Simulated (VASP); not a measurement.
A run of VASP 6.6.1:

The input INCAR:

```
SYSTEM = Cd
PREC     = Accurate       ! precision mode
ENCUT    = 600            ! plane-wave cutoff, eV
EDIFF    = 1E-6           ! SCF threshold, eV
ISMEAR   = -1             ! smearing method
SIGMA    = 0.08           ! smearing width, eV
LREAL    = .FALSE.        ! projectors in reciprocal space
LASPH    = .TRUE.         ! aspherical terms in the spheres
NELM     = 80             ! most SCF steps
ALGO     = Normal         ! electronic algorithm
ISIF     = 3              ! what is computed and relaxed
LWAVE    = .FALSE.        ! write WAVECAR
LCHARG   = .FALSE.        ! write CHGCAR
IBRION   = 2              ! ionic algorithm
NSW      = 60             ! ionic steps
EDIFFG   = -0.005         ! ionic threshold
PSTRESS  = 350.0
```

KPOINTS

```
Automatic mesh
0
G
  17 17 17
  0 0 0
```

POSCAR

```
Cd
1.0
    0.0000000000      1.9795110359      1.9795110359
    1.9795110359      0.0000000000      1.9795110359
    1.9795110359      1.9795110359      0.0000000000
Cd
1
Direct
    0.0000000000      0.0000000000      0.0000000000
```

Potentials or basis: VASP PAW LDA potentials, release 64 (Cd).

Command:

```console
$ cat potpaw_LDA.64/Cd/POTCAR > POTCAR
$ mpirun -np 1 vasp_std > vasp.out
```

Hardware: 1 thread of AMD EPYC 9R45 96-Core Processor (Zen 5), with other jobs on the host.

How long does it take, and how much memory?

It took 28 s on 1 thread of AMD EPYC 9R45 96-Core Processor (Zen 5), with other jobs on the host, peak memory 0.13 GiB. Counts: scf iterations 25, k points 165, ion steps 3.
